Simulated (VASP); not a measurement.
# Cu in VASP: further runs

The runs below take Cu through single point, with LDA+U, BLYP, LDA.

Program: VASP 6.6.1. These are calculated values, not measurements. Logs are shortened: lines on timing, memory, paths and dates and some standing lists are left out, and cuts for length are marked.

## Step 1: The cell of the first run

It takes space group I4/mmm (No. 139, tetragonal). The conventional cell has a = 2.886 Å, b = 2.886 Å, c = 2.752 Å, α = 90.00°, β = 90.00°, γ = 90.00°. Cu (site symmetry 4/mmm) has 14 Cu at 2.46 to 2.89 Å within 3.2 Å.

## Step 2: Single point, LDA+U

INCAR reads:

```
  PREC = Accurate
  ENCUT = 520
  EDIFF = 1E-6
  ISMEAR = -1
  SIGMA = 0.1
  LREAL = False
  LASPH = True
  NELM = 150
  ALGO = Normal
  ISIF = 2
  LWAVE = False
  LCHARG = False
  LMAXMIX = 4
  LDAU = True
  LDAUTYPE = 2
  LDAUL = 2
  LDAUU = 6
  LDAUJ = 0
  LDAUPRINT = 1
  GGA = CA
  NBANDS = 12
```

KPOINTS reads:

```
Automatic mesh
0
Gamma
  13 13 13
```

POSCAR reads:

```
Cu
1.0
   -1.4427933200      1.4427933200      1.3760814500
    1.4427933200     -1.4427933200      1.3760814500
    1.4427933200      1.4427933200     -1.3760814500
Cu
1
Direct
    0.0000000000      0.0000000000      0.0000000000
```

Potentials or basis: VASP PAW LDA potentials, release 64 (Cu).

Command:

```console
cat potpaw_LDA.64/Cu/POTCAR > POTCAR
mpirun -np 1 vasp_std > vasp.out
```

OUTCAR:

```text
PREC = Accurate
   ENCUT = 520
   EDIFF = 1E-6
   ISMEAR = -1
   LREAL = False
   LASPH = True
   NELM = 150
   ISIF = 2
   GGA = CA

 ion  position               nearest neighbor table
   1  0.000  0.000  0.000-

  LATTYP: Found a body centered tetragonal cell.
 ALAT       =     2.8855866400
 C/A-ratio  =     0.9537620052

  Lattice vectors:

 A1 = (  -1.4427933200,   1.4427933200,   1.3760814500)
 A2 = (   1.4427933200,  -1.4427933200,   1.3760814500)
 A3 = (   1.4427933200,   1.4427933200,  -1.3760814500)

Analysis of symmetry for initial positions (statically):
=====================================================================
 Subroutine PRICEL returns:
 Original cell was already a primitive cell.

 Routine SETGRP: Setting up the symmetry group for a
 body centered tetragonal supercell.

 Subroutine GETGRP returns: Found 16 space group operations
 (whereof 16 operations were pure point group operations)
 out of a pool of 16 trial point group operations.

The static configuration has the point symmetry D_4h.

Analysis of symmetry for dynamics (positions and initial velocities):
=====================================================================
 Subroutine PRICEL returns:
 Original cell was already a primitive cell.

 Routine SETGRP: Setting up the symmetry group for a
 body centered tetragonal supercell.

 Subroutine GETGRP returns: Found 16 space group operations
 (whereof 16 operations were pure point group operations)
 out of a pool of 16 trial point group operations.

The dynamic configuration has the point symmetry D_4h.

 Subroutine INISYM returns: Found 16 space group operations
 (whereof 16 operations are pure point group operations),
 and found     1 'primitive' translations

----------------------------------------------------------------------------------------

                                     Primitive cell

  volume of cell :      11.4581

[... 145 lines left out ...]
 -0.0000 -0.0000  0.0000  0.0000  0.9483

 occupancies and eigenvectors

  o =  0.9364  v =  1.0000  0.0000  0.0000  0.0000  0.0000  0.0000  0.0000  0.0000  0.0000  0.0000      0.0000  0.0000  0.0000  0.0000  0.0000  0.0000  0.0000  0.0000  0.0000  0.0000
  o =  0.9364  v =  0.0000  0.0000  0.0000  0.0000  0.0000  1.0000  0.0000  0.0000  0.0000  0.0000      0.0000  0.0000  0.0000  0.0000  0.0000  0.0000  0.0000  0.0000  0.0000  0.0000
  o =  0.9384  v =  0.0000 -0.7897  0.0000  0.6135  0.0000  0.0000  0.0000  0.0000  0.0000  0.0000      0.0000  0.0000  0.0000  0.0000  0.0000  0.0000  0.0000  0.0000  0.0000  0.0000
  o =  0.9384  v =  0.0000  0.0000  0.0000  0.0000  0.0000  0.0000 -0.7897  0.0000  0.6135  0.0000      0.0000  0.0000  0.0000  0.0000  0.0000  0.0000  0.0000  0.0000  0.0000  0.0000
  o =  0.9384  v =  0.0000 -0.6135 -0.0000 -0.7897 -0.0000  0.0000  0.0000  0.0000  0.0000  0.0000      0.0000  0.0000  0.0000  0.0000  0.0000  0.0000  0.0000  0.0000  0.0000  0.0000
  o =  0.9384  v =  0.0000  0.0000  0.0000  0.0000  0.0000  0.0000 -0.6135 -0.0000 -0.7897 -0.0000      0.0000  0.0000  0.0000  0.0000  0.0000  0.0000  0.0000  0.0000  0.0000  0.0000
  o =  0.9452  v =  0.0000 -0.0000  1.0000 -0.0000  0.0000  0.0000  0.0000  0.0000  0.0000  0.0000      0.0000  0.0000  0.0000  0.0000  0.0000  0.0000  0.0000  0.0000  0.0000  0.0000
  o =  0.9452  v =  0.0000  0.0000  0.0000  0.0000  0.0000  0.0000 -0.0000  1.0000 -0.0000  0.0000      0.0000  0.0000  0.0000  0.0000  0.0000  0.0000  0.0000  0.0000  0.0000  0.0000
  o =  0.9483  v =  0.0000 -0.0000  0.0000  0.0000 -1.0000  0.0000  0.0000  0.0000  0.0000  0.0000      0.0000  0.0000  0.0000  0.0000  0.0000  0.0000  0.0000  0.0000  0.0000  0.0000
  o =  0.9483  v =  0.0000  0.0000  0.0000  0.0000  0.0000  0.0000 -0.0000  0.0000  0.0000 -1.0000      0.0000  0.0000  0.0000  0.0000  0.0000  0.0000  0.0000  0.0000  0.0000  0.0000

 number of electron      10.9999998 magnetization

 Free energy of the ion-electron system (eV)
  ---------------------------------------------------
  ext. energy  EPLUGINS =         0.00000000
  ---------------------------------------------------
  free energy    TOTEN  =        -2.74101601 eV

  energy without entropy =       -2.73444460  energy(sigma->0) =       -2.73773031

 E-fermi :   7.1259     XC(G=0): -13.1815

 val. band max:        7.0346132047   @ k =  -0.1538   0.4615   0.0769
 cond. band min:       7.1614944312   @ k =  -0.3077   0.3846   0.2308
 fundamental gap:      0.1268812265
 Fermi energy:         7.1258726283

 k-point     1 :       0.0000    0.0000    0.0000
  band No.  band energies     occupation
      1      -1.8158      2.00000
      2       2.5994      2.00000
      3       2.7873      2.00000
      4       2.7873      2.00000
      5       3.6647      2.00000
      6       3.8573      2.00000
      7      32.6244      0.00000
      8      32.6244      0.00000
      9      33.8614      0.00000
     10      34.5535      0.00000
     11      35.3116      0.00000
     12      36.1001      0.00000
[... 331 lines left out ...]
 k-point    24 :       0.4615    0.1538    0.0000
  band No.  band energies     occupation
      1       1.3831      2.00000
      2       2.0200      2.00000
      3       3.4039      2.00000
      4       3.7622      2.00000
      5       4.1729      2.00000
      6       8.1800      0.00005
      7      12.8114      0.00000
      8      19.6285      0.00000
      9      24.8668      0.00000
     10      30.3847      0.00000
     11      36.2013      0.00000
     12      38.9472      0.00000

 [... further k-points ...]

------------------------ aborting loop because EDIFF is reached ----------------------------------------

  FORCE on cell =-STRESS in cart. coord.  units (eV):
  Direction    XX          YY          ZZ          XY          YZ          ZX
  --------------------------------------------------------------------------------------
  -------------------------------------------------------------------------------------
  Total       -0.7216011     -0.7216011     -0.7777402      0.0000000     -0.0000000      0.0000000
  in kB     -100.9009771   -100.9009771   -108.7508765      0.0000000     -0.0000000      0.0000000
  external PRESSURE =    -103.5176102 kB  Pullay stress =       0.0000000 kB

 VOLUME and BASIS-vectors are now :
 -----------------------------------------------------------------------------
  energy-cutoff  :      520.00
  volume of cell :       11.46
      direct lattice vectors                 reciprocal lattice vectors
    -1.442793320  1.442793320  1.376081450     0.000000000  0.346549983  0.363350585
     1.442793320 -1.442793320  1.376081450     0.346549983  0.000000000  0.363350585
     1.442793320  1.442793320 -1.376081450     0.346549983  0.346549983  0.000000000

 POSITION                                       TOTAL-FORCE (eV/Angst)
 -----------------------------------------------------------------------------------
      0.00000      0.00000      0.00000        -0.000000     -0.000000      0.000000
 -----------------------------------------------------------------------------------
    total drift:                                0.000000     -0.000000      0.000000

  FREE ENERGIE OF THE ION-ELECTRON SYSTEM (eV)
  ---------------------------------------------------
  free  energy   TOTEN  =        -2.7410160139 eV

  energy  without entropy=       -2.7344445969  energy(sigma->0) =       -2.73773031
```

stdout:

```text
POSCAR found type information on POSCAR Cu
 POSCAR found :  1 types and       1 ions
 scaLAPACK will be used
 LDA part: xc-table for (Slater(with rela. corr.)+CA(PZ))
 , standard interpolation
 POSCAR, INCAR and KPOINTS ok, starting setup
 FFT: planning ... GRIDC
 FFT: planning ... GRID_SOFT
 FFT: planning ... GRID
 WAVECAR not read
 entering main loop
```

Wall time 28 s (1 thread of AMD EPYC 7R43 (Zen 3), shared host); peak memory 0.1 GiB.

Results:

* Free energy: -2.7410 eV
* Pressure: -10.4 GPa
* Band gap on the k mesh: zero (an odd number of electrons rules out a gap without spin polarisation)

Stress tensor (GPa, compression positive):
```
-10.09   0.00   0.00
  0.00 -10.09   0.00
  0.00   0.00 -10.88
```

Eigenvalues of the final occupation matrices:
```tsv
site	spin	trace	eigenvalues
site 1 d	1	4.71	0.94 0.94 0.94 0.95 0.95
site 1 d	2	4.71	0.94 0.94 0.94 0.95 0.95
```

Caveat: the cell stands under tension; U without spin polarisation on a metal has little footing; the U is typed as a test and isn't derived for this compound.

## Step 3: Single point, BLYP (the cell strained at random)

INCAR reads:

```
SYSTEM = Cu
PREC = Accurate
ENCUT = 520
EDIFF = 1E-7
ISMEAR = -1
SIGMA = 0.1
LREAL = .FALSE.
LASPH = .TRUE.
NELM = 80
ALGO = Normal
ISIF = 2
LWAVE = .FALSE.
LCHARG = .FALSE.
GGA = B5
ALDAX = 1.0
AGGAX = 1.0
AGGAC = 1.0
ALDAC = 0.0
NBANDS = 12
```

KPOINTS reads:

```
Automatic mesh
0
G
  10 10 10
  0 0 0
```

POSCAR reads:

```
Cu
1.0
   -1.4154960000      1.4484900000      1.3980250000
    1.4489680000     -1.4434600000      1.4278460000
    1.3854000000      1.4133640000     -1.3927510000
Cu
1
Direct
   -0.0336540000     -0.0329640000      0.0109920000
```

Potentials or basis: VASP PAW PBE potentials, release 64 (Cu).

Command:

```console
cat potpaw_PBE.64/Cu/POTCAR > POTCAR
mpirun -np 1 vasp_std > vasp.out
```

Wall time 78 s (1 thread of AMD EPYC 7R43 (Zen 3), shared host); peak memory 0.13 GiB.

It converged, with:

- Free energy: -2.8666 eV
- Pressure: 16.9 GPa
- Band gap on the k mesh: zero (an odd number of electrons rules out a gap without spin polarisation)

Stress tensor (GPa, compression positive):
```
16.59  1.61 -1.65
 1.61 17.62 -0.45
-1.65 -0.45 16.51
```

Levels at points of the mesh, in eV from the Fermi level:
```csv
k point,band 1,band 2,band 3,band 4,band 5,band 6,band 7,band 8,band 9,band 10
"(0.00, 0.00, 0.00)",-9.56,-3.52,-3.38,-3.29,-2.35,-2.30,25.09,25.54,25.94,28.22
"(0.50, 0.00, 0.00)",-5.34,-4.13,-2.38,-2.21,-1.56,-0.62,4.32,17.01,18.74,21.79
"(0.00, 0.50, 0.00)",-5.36,-4.21,-2.31,-2.16,-1.58,-0.70,4.20,17.32,18.27,21.85
"(0.50, 0.50, 0.00)",-5.36,-4.14,-2.37,-2.19,-1.59,-0.77,4.09,17.58,18.65,22.11
"(0.00, 0.00, 0.50)",-5.31,-4.06,-2.42,-2.27,-1.53,-0.45,4.58,17.32,18.12,21.80
"(0.50, 0.00, 0.50)",-5.30,-4.12,-2.37,-2.25,-1.52,-0.33,4.76,16.98,17.68,21.48
"(0.00, 0.50, 0.50)",-5.33,-4.11,-2.39,-2.23,-1.56,-0.56,4.42,17.70,17.90,21.91
"(0.50, 0.50, 0.50)",-4.95,-4.94,-1.80,-1.74,-1.66,7.98,8.34,8.51,13.94,14.19
```

Caveat: the cell differs from its parent crystal (the cell strained at random); the cell stands under pressure; the PAW data sets were made with another functional, which shifts forces and pressure a little.

## Step 4: Single point, LDA, non-collinear spin, typed start

INCAR reads:

```
SYSTEM = Cu
PREC = Accurate
ENCUT = 520
EDIFF = 1E-6
ISMEAR = 1
SIGMA = 0.15
LREAL = .False.
LASPH = .True.
NELM = 150
ALGO = Normal
ISIF = 2
LWAVE = .False.
LCHARG = .False.
LNONCOLLINEAR = .True.
MAGMOM = 0.6 0 0
LORBIT = 11
LMAXMIX = 4
GGA = CA
NBANDS = 22
```

KPOINTS reads:

```
regular mesh
0
Gamma
  13 13 13
  0 0 0
```

POSCAR reads:

```
Cu
1.0
   -1.4427933200      1.4427933200      1.3760814500
    1.4427933200     -1.4427933200      1.3760814500
    1.4427933200      1.4427933200     -1.3760814500
Cu
1
Direct
    0.0000000000      0.0000000000      0.0000000000
```

Potentials or basis: VASP PAW LDA potentials, release 64 (Cu).

Command:

```console
cat potpaw_LDA.64/Cu/POTCAR > POTCAR
mpirun -np 1 vasp_ncl > vasp.out
```

Run time: 4.3 min. Hardware: 1 thread of AMD EPYC 7R43 (Zen 3), shared host; peak memory 0.26 GiB.

It converged, with:

```yaml
Free_energy: -4.6622 eV
Pressure: -6.9 GPa
Band_gap_on_the_k_mesh: zero (bands 11 and 12 overlap by 10.08 eV)
Net_moment: 0.00 μB per cell
Valence_electrons_inside_the_program's_atomic_spheres: Cu 10.05
```

Stress tensor (GPa, compression positive):
```
-6.77  0.00  0.00
 0.00 -6.77  0.00
 0.00  0.00 -7.27
```

Levels at points of the mesh, in eV from the Fermi level:
| k point | band 10 | band 11 | band 12 | band 13 | band 14 | band 15 |
| --- | --- | --- | --- | --- | --- | --- |
| (0.00, 0.00, 0.00) | -2.23 | -2.02 | -2.02 | 24.98 | 24.98 | 24.98 |

Moments on the atoms (μB; x, y, z):
```
Cu  0.00 0.00 0.00
```

Caveat: the cell stands under tension.

## Step 5: Overview

| level | potentials or basis | spin | U | cell | k mesh | smearing | gap on the mesh (eV) | pressure (GPa) |
| --- | --- | --- | --- | --- | --- | --- | --- | --- |
| LDA+U | VASP PAW LDA potentials, release 64 (Cu) | off | Cu d U = 6.0 eV | a = 2.461 Å, angles 108.2, 108.2, 112.0°, 1 atom | 13 × 13 × 13 | fermi-dirac 0.1 eV | none | -10.4 |
| BLYP | VASP PAW PBE potentials, release 64 (Cu) | off | - | a = 2.461, b = 2.494, c = 2.420 Å, angles 109.6, 108.2, 110.5°, 1 atom | 10 × 10 × 10 | fermi-dirac 0.1 eV | none | 16.9 |
| LDA | VASP PAW LDA potentials, release 64 (Cu) | non-collinear, typed start | - | a = 2.461 Å, angles 108.2, 108.2, 112.0°, 1 atom | 13 × 13 × 13 | methfessel-paxton 0.15 eV | none | -6.9 |

Alike in all rows: task single point; cutoff (eV) 520.

Caveats: the cell stands under tension (at least some runs); U without spin polarisation on a metal has little footing (at least some runs); the U is typed as a test and isn't derived for this compound (at least some runs); the cell stands under pressure (at least some runs); the PAW data sets were made with another functional, which shifts forces and pressure a little (at least some runs).

Total energies depend on the potentials used, so only differences within one code and one set of settings carry meaning.

The gap in the log of VASP goes by the Fermi energy; the results here count the filled bands.